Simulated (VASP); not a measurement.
N, 2 atoms in the cell. Symmetry: P6_3/mmc, No. 194, hexagonal system. Conventional cell: a = 2.585 Å, b = 2.585 Å, c = 2.510 Å, α = 90.00°, β = 90.00°, γ = 120.00°. N (site symmetry -6m2) has 14 N at 1.95 to 2.58 Å within 2.6 Å. 

* Program: VASP 6.6.1
* Task: single point
* Functional: LDA
* Potentials or basis: VASP PAW LDA potentials, release 64 (N)
* Cutoff: 520 eV
* k mesh: 12 × 12 × 8
* Occupations: fermi-dirac, width 0.1 eV
* Spin: no spin polarisation
* Dipole correction: no
* Further INCAR settings: ALGO = Normal; EDIFF = 1e-07; NBANDS = 12

Potentials or basis: VASP PAW LDA potentials, release 64 (N).

Launch:

```console
$ cat potpaw_LDA.64/N/POTCAR > POTCAR
$ mpirun -np 1 vasp_std > vasp.out
```

Hardware: 1 thread of Intel(R) Xeon(R) 6975P-C (Granite Rapids), on a shared host.

How long does it take, and how much memory?

Wall time 4.8 s on 1 thread of Intel(R) Xeon(R) 6975P-C (Granite Rapids), with other jobs on the host, peak memory 0.11 GiB. Counts: scf iterations 11, k points 95.
